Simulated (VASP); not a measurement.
Write the native input for VASP 6.6.1 that does the following.

```
Task                   : single point
Functional             : PBEsol
Potentials or basis    : VASP PAW PBE potentials, release 64 (Al, N)
Cutoff                 : 520 eV
k mesh                 : 4 × 4 × 4
Occupations            : fermi-dirac, width 0.026 eV
Spin                   : no spin polarisation
Dipole correction      : no
Further INCAR settings : LREAL = Auto; ALGO = Normal; EDIFF = 1e-07; NBANDS = 46
```

The structure of AlN lies in POSCAR:

```
AlN
1.0
    0.0000000000      4.3697528416      4.3697528416
    4.3697528416      0.0000000000      4.3697528416
    4.3697528416      4.3697528416      0.0000000000
Al N
8 8
Direct
    0.0062027536     -0.0149906648      0.0015672511
   -0.0034257086      0.0108144560      0.4837370846
   -0.0053091103      0.5087284294      0.0015201089
   -0.0002442930      0.4917876543      0.5125210924
    0.5032415058      0.0006256647     -0.0037681765
    0.5081330868      0.0044492219      0.5029691792
    0.4978701494      0.4957910844      0.0022892599
    0.4898285046      0.5015804279      0.5044101074
    0.1327442354      0.1379669565      0.0973092794
    0.1297450956      0.1155147713      0.6229485050
    0.1243151546      0.6173746200      0.1379404103
    0.1204430820      0.6262481196      0.6296602119
    0.6275674161      0.1188450512      0.1273967934
    0.6296675349      0.1328012181      0.6178558829
    0.6185550071      0.6283278711      0.1240332164
    0.6240957095      0.6252591620      0.6327506612
```

The input as run:

INCAR

```
SYSTEM = AlN
PREC = Accurate
ENCUT = 520
EDIFF = 1E-7
ISMEAR = -1
SIGMA = 0.026
LREAL = Auto
LASPH = .TRUE.
NELM = 80
ALGO = Normal
ISIF = 2
LWAVE = .FALSE.
LCHARG = .FALSE.
GGA = PS
NBANDS = 46
```

KPOINTS

```
regular mesh
0
G
  4 4 4
  0 0 0
```

Potentials or basis: VASP PAW PBE potentials, release 64 (Al, N).

Run with:

```sh
$ cat potpaw_PBE.64/Al/POTCAR potpaw_PBE.64/N/POTCAR > POTCAR
$ mpirun -np 1 vasp_std > vasp.out
```

It gave:

```json
{"Pressure": "1.2 GPa", "Largest force": "1.661 eV/Å", "Band gap on the k mesh": "2.98 eV"}
```

Caveat: the structure was generated, so it needn't be the stable form of AlN; the PAW data sets were made with another functional, which shifts forces and pressure a little.

Wall time 5.8 min on 1 thread of Intel(R) Xeon(R) 6975P-C (Granite Rapids), with other jobs on the host, peak memory 0.38 GiB.
